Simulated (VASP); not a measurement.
Input of a VASP 6.6.1 run:

INCAR

```
SYSTEM = Ge
ALGO = Normal ; EDIFF = 1E-6
ENCUT = 520 ; GGA = PE
ISIF = 2 ; ISMEAR = 0
LASPH = .TRUE. ; LCHARG = .TRUE.
LELF = .TRUE. ; LREAL = .FALSE.
LVHAR = .TRUE. ; LWAVE = .FALSE.
NBANDS = 96 ; NELM = 60
PREC = Accurate ; SIGMA = 0.2
```

Contents of KPOINTS:

```
k-points
0
G
  6 6 1
  0 0 0
```

Contents of POSCAR:

```
Ge
1.0
    4.0753292011      0.0000827676     -0.0000193873
   -2.0375953811      3.5290519839      0.0000113811
   -0.0007009390      0.0005776239     19.9525804219
Ge
12
Direct
    0.0002739893     -0.0005720477      0.6040852634
    0.0004074211      0.0001784007      0.2704782512
    0.6660424039      0.3333977439      0.4373600035
    0.6669755860      0.3337677256      0.7709376886
    0.6665010272      0.3331341298      0.1043891284
    0.3331374700      0.6667535745      0.9370234000
   -0.0005989828      0.0001019214      0.3959170498
    0.0003486127      0.0004567618      0.7295245913
    0.6670457024      0.3334772099      0.2290624330
    0.6668883964      0.3327316635      0.5626307685
    0.6665140295      0.3334508701      0.8956152308
    0.3331310110      0.6664553798      0.0629761915
```

Potentials or basis: VASP PAW PBE potentials, release 64 (Ge_d).

Run with:

```console
$ cat potpaw_PBE.64/Ge_d/POTCAR > POTCAR
$ mpirun -np 1 vasp_std > vasp.out
```

Q: What does it give for the band gap on the k mesh?

A: 0.11 eV.

Q: Estimate the pressure.

A: 0.0 GPa.

Q: Predict the largest force.

A: 0.011 eV/Å.

Stress tensor (GPa, compression positive):
```
-0.04  0.00  0.00
 0.00 -0.04  0.00
 0.00  0.00  0.06
```

A k mesh can miss the band edges.
